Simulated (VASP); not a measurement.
# MgI2 (P-3m1) in VASP: notebook

The runs below take MgI2 through single point, with PBEsol.

All numbers are computed with VASP 6.6.1; they aren't measurements. Logs are shortened: lines on timing, memory, paths and dates and some standing lists are left out, and cuts for length are marked.

## Step 1: The cell of the first run

It takes space group P-3m1 (No. 164, trigonal). Conventional cell: a = 4.091 Å, b = 4.091 Å, c = 6.862 Å, α = 90.00°, β = 90.00°, γ = 120.00°. Within 3.8 Å of Mg (site symmetry -3m) lie 6 I at 2.89 Å. Within 3.8 Å of I (site symmetry 3m) lie 3 Mg at 2.89 Å.

## Step 2: Single point, PBEsol (strain -0.015 along x and y, +0.000 along z)

INCAR

```
ALGO = Normal
EDIFF = 1E-6
ENCUT = 520
GGA = PS
ISIF = 2
ISMEAR = 0
LASPH = True
LCHARG = True
LELF = True
LREAL = False
LVHAR = True
LWAVE = False
NBANDS = 15
NELM = 100
PREC = Accurate
SIGMA = 0.05
```

KPOINTS

```
k-points
0
Gamma
  6 6 4
```

POSCAR

```
MgI2
1.0
    4.0913946196      0.0000000000      0.0000000000
   -2.0456973098      3.5432516774      0.0000000000
    0.0000000000      0.0000000000      6.8620000000
Mg I
1 2
Direct
    0.0000000000      0.0000000000      0.0000000000
    0.3333333333      0.6666666667      0.7576300000
    0.6666666667      0.3333333333      0.2423700000
```

Potentials or basis: VASP PAW PBE potentials, release 64 (Mg, I).

Launch:

```sh
$ cat potpaw_PBE.64/Mg/POTCAR potpaw_PBE.64/I/POTCAR > POTCAR
$ mpirun -np 1 vasp_std > vasp.out
```

OUTCAR:

```text
EDIFF = 1E-6
   ENCUT = 520
   GGA = PS
   ISIF = 2
   ISMEAR = 0
   LASPH = True
   LREAL = False
   NELM = 100
   PREC = Accurate

 ion  position               nearest neighbor table
   1  0.000  0.000  0.000-   2 2.89   3 2.89   2 2.89   3 2.89   3 2.89   2 2.89
   2  0.333  0.667  0.758-   1 2.89   1 2.89   1 2.89
   3  0.667  0.333  0.242-   1 2.89   1 2.89   1 2.89

  LATTYP: Found a hexagonal cell.
 ALAT       =     4.0913946196
 C/A-ratio  =     1.6771787222

  Lattice vectors:

 A1 = (   4.0913946196,   0.0000000000,   0.0000000000)
 A2 = (  -2.0456973098,   3.5432516774,   0.0000000000)
 A3 = (   0.0000000000,   0.0000000000,   6.8620000000)

Analysis of symmetry for initial positions (statically):
=====================================================================
 Subroutine PRICEL returns:
 Original cell was already a primitive cell.

 Routine SETGRP: Setting up the symmetry group for a
 hexagonal supercell.

 Subroutine GETGRP returns: Found 12 space group operations
 (whereof 12 operations were pure point group operations)
 out of a pool of 24 trial point group operations.

The static configuration has the point symmetry D_3d.

Analysis of symmetry for dynamics (positions and initial velocities):
=====================================================================
 Subroutine PRICEL returns:
 Original cell was already a primitive cell.

 Routine SETGRP: Setting up the symmetry group for a
 hexagonal supercell.

 Subroutine GETGRP returns: Found 12 space group operations
 (whereof 12 operations were pure point group operations)
 out of a pool of 24 trial point group operations.

The dynamic configuration has the point symmetry D_3d.

 Subroutine INISYM returns: Found 12 space group operations
 (whereof 12 operations are pure point group operations),
 and found     1 'primitive' translations

----------------------------------------------------------------------------------------

                                     Primitive cell

  volume of cell :      99.4773

  direct lattice vectors                    reciprocal lattice vectors
     4.091394620  0.000000000  0.000000000     0.244415436  0.141113318  0.000000000
    -2.045697310  3.543251677  0.000000000     0.000000000  0.282226636  0.000000000
     0.000000000  0.000000000  6.862000000     0.000000000  0.000000000  0.145730108

  length of vectors
     4.091394620  4.091394620  6.862000000     0.282226636  0.282226636  0.145730108

  position of ions in fractional coordinates (direct lattice)
     0.000000000  0.000000000  0.000000000
     0.333333333  0.666666667  0.757630000
     0.666666667  0.333333333  0.242370000

  ion indices of the primitive-cell ions
   primitive index   ion index
                 1           1
                 2           2
                 3           3

----------------------------------------------------------------------------------------

 KPOINTS: k-points

Automatic generation of k-mesh.
 Grid dimensions read from file:
 generate k-points for:    6    6    4

 Generating k-lattice:

  Cartesian coordinates                     Fractional coordinates (reciprocal lattice)
     0.040735906  0.023518886  0.000000000     0.166666667 -0.000000000  0.000000000
     0.000000000  0.047037773  0.000000000     0.000000000  0.166666667  0.000000000
     0.000000000  0.000000000  0.036432527     0.000000000  0.000000000  0.250000000

  Length of vectors
     0.047037773  0.047037773  0.036432527

  Shift w.r.t. Gamma in fractional coordinates (k-lattice)
     0.000000000  0.000000000  0.000000000

 Subroutine IBZKPT returns following result:
 ===========================================

 Found     24 irreducible k-points:

 Following reciprocal coordinates:
            Coordinates               Weight
  0.000000  0.000000  0.000000      1.000000
  0.166667 -0.000000  0.000000      6.000000
  0.333333  0.000000  0.000000      6.000000
  0.500000  0.000000  0.000000      3.000000
  0.166667  0.166667  0.000000      6.000000
  0.333333  0.166667  0.000000     12.000000
[... 16 lines left out ...]
  0.333333  0.166667  0.500000     12.000000
  0.333333  0.333333  0.500000      2.000000
   k-points           NKPTS =     24   k-points in BZ     NKDIM =     24   number of bands    NBANDS=     15
   number of dos      NEDOS =    301   number of ions     NIONS =      3
   total plane-waves  NPLWV =  48600
   dimension x,y,z NGX =    30 NGY =   30 NGZ =   54
   dimension x,y,z NGXF=    60 NGYF=   60 NGZF=  108
   ions per type =               1   2
   NGX,Y,Z   is equivalent  to a cutoff of  12.19, 12.19, 13.08 a.u.
   NGXF,Y,Z  is equivalent  to a cutoff of  24.38, 24.38, 26.17 a.u.
 SYSTEM =  unknown system
   PREC   = accura    normal or accurate (medium, high low for compatibility)
   ISTART =      0    job   : 0-new  1-cont  2-samecut
   ICHARG =      2    charge: 1-file 2-atom 10-const
   ISPIN  =      1    spin polarized calculation?
   LNONCOLLINEAR =      F non collinear calculations
   LSORBIT =      F    spin-orbit coupling
   LASPH  =      T    aspherical Exc in radial PAW
   ENCUT  =  520.0 eV  38.22 Ry    6.18 a.u.   7.61  7.61 12.76*2*pi/ulx,y,z
   NELM   =    100;   NELMIN=  2; NELMDL= -5     # of ELM steps
   EDIFF  = 0.1E-05   stopping-criterion for ELM
   LREAL  =      F    real-space projection
   EDIFFG = 0.1E-04   stopping-criterion for IOM
   NSW    =      0    number of steps for IOM
   IBRION =     -1    ionic relax: 0-MD 1-quasi-New 2-CG
   NFREE  =      0    steps in history (QN), initial steepest desc. (CG)
   ISIF   =      2    stress and relaxation
   ISYM   =      2    0-nonsym 1-usesym 2-fastsym
   POTIM  = 0.5000    time-step for ionic-motion
   TEBEG  =    0.0;   TEEND  =   0.0 temperature during run
   PSTRESS=    0.0 pullay stress
   NELECT =      16.0000    total number of electrons
   NUPDOWN=      -1.0000    fix difference up-down
   EMIN   =  10.00;   EMAX   =-10.00  energy-range for DOS
   EFERMI =   0.00;   METHOD = LEGACY
   ISMEAR =     0;   SIGMA  =   0.05  broadening in eV -4-tet -1-fermi 0-gaus
   EFERMI_NEDOS =   21; number of points for ismear=-14 and -15
   IALGO  =     38    algorithm
   IMIX   =      4    mixing-type and parameters
     AMIX     =   0.40;   BMIX     =  1.00
     AMIX_MAG =   1.60;   BMIX_MAG =  1.00
  volume/ion in A,a.u.               =      33.16       223.77
  Fermi-wavevector in a.u.,A,eV,Ry     =   0.890308  1.682438 10.784628  0.792648
  Thomas-Fermi vector in A             =   2.011981
   LORBIT       =      0    0 simple, 1 ext, 2 COOP (PROOUT), +10 PAW based schemes
   GGA     = PS    functional components
   LHFCALC =     F    Hartree Fock is set to
   AEXX    =    0.0000 exact exchange contribution
   IVDW    =     0    specifies the selected vdW correction
   LEPSILON=     F    determine dielectric tensor
   LRPA    =     F    only Hartree local field effects (RPA)
 non-spin polarized calculation
 Gauss-broadening in eV      SIGMA  =   0.05
  energy-cutoff  :      520.00
  volume of cell :       99.48
 maximum number of plane-waves:      2714
   NGX = 15   NGY = 15   NGZ = 25

 number of electron      15.9999999 magnetization

 Free energy of the ion-electron system (eV)
  ---------------------------------------------------
  ext. energy  EPLUGINS =         0.00000000
  ---------------------------------------------------
  free energy    TOTEN  =        -8.41499559 eV

  energy without entropy =       -8.41499559  energy(sigma->0) =       -8.41499559

 E-fermi :   2.7010     XC(G=0):  -8.4981

 val. band max:        2.4688472857   @ k =   0.0000   0.0000   0.0000
 cond. band min:       5.9931566693   @ k =   0.5000   0.0000   0.2500
 fundamental gap:      3.5243093836
 Fermi energy:         2.7010233871

 k-point     1 :       0.0000    0.0000    0.0000
  band No.  band energies     occupation
      1      -9.7553      2.00000
      2      -9.0040      2.00000
      3      -1.2409      2.00000
      4       2.0715      2.00000
      5       2.0715      2.00000
      6       2.4526      2.00000
      7       2.4688      2.00000
      8       2.4688      2.00000
      9       6.2419      0.00000
     10       7.2100      0.00000
     11       9.2307      0.00000
     12       9.2307      0.00000
     13       9.7823      0.00000
     14      10.6128      0.00000
     15      10.6128      0.00000

 k-point     2 :       0.1667   -0.0000    0.0000
  band No.  band energies     occupation
      1      -9.6004      2.00000
      2      -8.9206      2.00000
      3      -1.0318      2.00000
      4       0.9924      2.00000
      5       1.5270      2.00000
      6       1.7394      2.00000
      7       2.3587      2.00000
      8       2.3973      2.00000
      9       7.1713      0.00000
     10       7.8387      0.00000
     11       8.7023      0.00000
     12       9.6049      0.00000
     13       9.6208      0.00000
     14      10.4364      0.00000
     15      11.0248      0.00000

 k-point     3 :       0.3333    0.0000    0.0000
  band No.  band energies     occupation
      1      -9.2283      2.00000
      2      -8.7702      2.00000
      3      -0.8241      2.00000
      4      -0.2680      2.00000
      5       0.3943      2.00000
      6       1.2690      2.00000
      7       1.9686      2.00000
      8       2.1541      2.00000
      9       6.5494      0.00000
     10       7.8851      0.00000
     11       8.2746      0.00000
     12       9.6129      0.00000
     13      10.0551      0.00000
     14      11.1650      0.00000
     15      11.5769      0.00000
[... 343 lines left out ...]
 k-point    23 :       0.3333    0.1667    0.5000
  band No.  band energies     occupation
      1      -8.9182      2.00000
      2      -8.7947      2.00000
      3      -1.1027      2.00000
      4      -0.6472      2.00000
      5       0.4578      2.00000
      6       0.8529      2.00000
      7       1.7139      2.00000
      8       1.8554      2.00000
      9       6.8194      0.00000
     10       7.9277      0.00000
     11       8.6256      0.00000
     12       9.3487      0.00000
     13       9.5646      0.00000
     14      10.6604      0.00000
     15      11.7366      0.00000

 k-point    24 :       0.3333    0.3333    0.5000
  band No.  band energies     occupation
      1      -8.7783      2.00000
      2      -8.7783      2.00000
      3      -0.8169      2.00000
      4      -0.4349      2.00000
      5      -0.4349      2.00000
      6       0.1316      2.00000
      7       1.8833      2.00000
      8       1.8833      2.00000
      9       7.3730      0.00000
     10       8.1166      0.00000
     11       8.1166      0.00000
     12       9.6679      0.00000
     13      10.9302      0.00000
     14      11.0877      0.00000
     15      11.3157      0.00000

------------------------ aborting loop because EDIFF is reached ----------------------------------------

  FORCE on cell =-STRESS in cart. coord.  units (eV):
  Direction    XX          YY          ZZ          XY          YZ          ZX
  --------------------------------------------------------------------------------------
  -------------------------------------------------------------------------------------
  Total        0.5059396      0.5059396      0.4343969      0.0000000     -0.0000000      0.0000000
  in kB        8.1486409      8.1486409      6.9963769      0.0000000     -0.0000000      0.0000000
  external PRESSURE =       7.7645529 kB  Pullay stress =       0.0000000 kB

 VOLUME and BASIS-vectors are now :
 -----------------------------------------------------------------------------
  energy-cutoff  :      520.00
  volume of cell :       99.48
      direct lattice vectors                 reciprocal lattice vectors
     4.091394620  0.000000000  0.000000000     0.244415436  0.141113318  0.000000000
    -2.045697310  3.543251677  0.000000000     0.000000000  0.282226636  0.000000000
     0.000000000  0.000000000  6.862000000     0.000000000  0.000000000  0.145730108

 POSITION                                       TOTAL-FORCE (eV/Angst)
 -----------------------------------------------------------------------------------
      0.00000      0.00000      0.00000        -0.000000      0.000000      0.000000
     -0.00000      2.36217      5.19886         0.000000      0.000000     -0.072748
      2.04570      1.18108      1.66314        -0.000000      0.000000      0.072748
 -----------------------------------------------------------------------------------
    total drift:                                0.000000     -0.000000     -0.000000

  FREE ENERGIE OF THE ION-ELECTRON SYSTEM (eV)
  ---------------------------------------------------
  free  energy   TOTEN  =        -8.4149955861 eV

  energy  without entropy=       -8.4149955861  energy(sigma->0) =       -8.41499559
```

It took 18 s on 1 thread of Intel Xeon Platinum 8559C (Emerald Rapids), shared host; peak memory 0.21 GiB.

What came out:

```yaml
Free_energy: -8.4150 eV
Pressure: 0.8 GPa
Largest_force: 0.073 eV/Å
Band_gap_on_the_k_mesh: 3.52 eV, indirect (least direct gap 3.77 eV)
```

Forces in eV/Å, atoms in the order of the input:
```
Mg   0.000  0.000  0.000
I    0.000  0.000 -0.073
I    0.000  0.000  0.073
```

Levels at points of the mesh, in eV from the valence-band top:
| k point | band 4 | band 5 | band 6 | band 7 | band 8 | band 9 | band 10 | band 11 | band 12 | band 13 |
| --- | --- | --- | --- | --- | --- | --- | --- | --- | --- | --- |
| (0.00, 0.00, 0.00) | -0.40 | -0.40 | -0.02 | 0.00 | 0.00 | 3.77 | 4.74 | 6.76 | 6.76 | 7.31 |
| (0.50, 0.00, 0.00) | -2.98 | -1.96 | -1.39 | -0.96 | -0.44 | 3.64 | 5.26 | 5.37 | 6.98 | 7.95 |
| (0.00, 0.00, 0.50) | -1.56 | -0.30 | -0.30 | -0.10 | -0.10 | 4.78 | 4.84 | 6.58 | 6.58 | 7.81 |
| (0.50, 0.00, 0.50) | -3.37 | -1.22 | -1.20 | -0.85 | -0.69 | 3.55 | 5.09 | 5.49 | 5.96 | 7.79 |

Caveat: the cell differs from its parent crystal (strain -0.015 along x and y, +0.000 along z); the PAW data sets were made with another functional, which shifts forces and pressure a little; spin-orbit coupling is left out, which moves the levels of the heavy elements; this functional lacks dispersion, which binds the layers, so the pressure and a relaxed spacing across them are unreliable.

[end of part 1 of 2]
